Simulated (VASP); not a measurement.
Runs of VASP 6.6.1 on SrO. Symmetry: P6_3/mmc, No. 194, hexagonal system. The conventional cell has a = 4.270 Å, b = 4.270 Å, c = 5.144 Å, α = 90.00°, β = 90.00°, γ = 120.00°. Within 3.3 Å of Sr (site symmetry -6m2) lie 5 O at 2.47 to 2.57 Å. O (site symmetry -6m2) has 5 Sr at 2.47 to 2.57 Å within 3.3 Å. 

```tsv
level	potentials or basis	smearing	gap on the mesh (eV)	pressure (GPa)
PBEsol	VASP PAW PBE potentials, release 64 (Sr_sv, O)	methfessel-paxton 0.001 eV	2.51	-1.2
LDA	VASP PAW LDA potentials, release 64 (Sr_sv, O)	gaussian 0.01 eV	2.46	(a)
PBEsol	VASP PAW PBE potentials, release 64 (Sr_sv, O)	methfessel-paxton 0.05 eV	2.51	-1.2
PBEsol	VASP PAW PBE potentials, release 64 (Sr_sv, O)	gaussian 0.01 eV	2.51	-1.2
```

Alike in all rows: task single point; no spin polarisation; cell as given; k mesh 6 × 6 × 4; cutoff (eV) 520.

**Question.** Estimate the missing entries.

**Answer.** (a) -3.7.

Caveats: the PAW data sets were made with another functional, which shifts forces and pressure a little (some runs).

A k mesh can miss the band edges, and the runs leave out spin-orbit coupling on Sr.
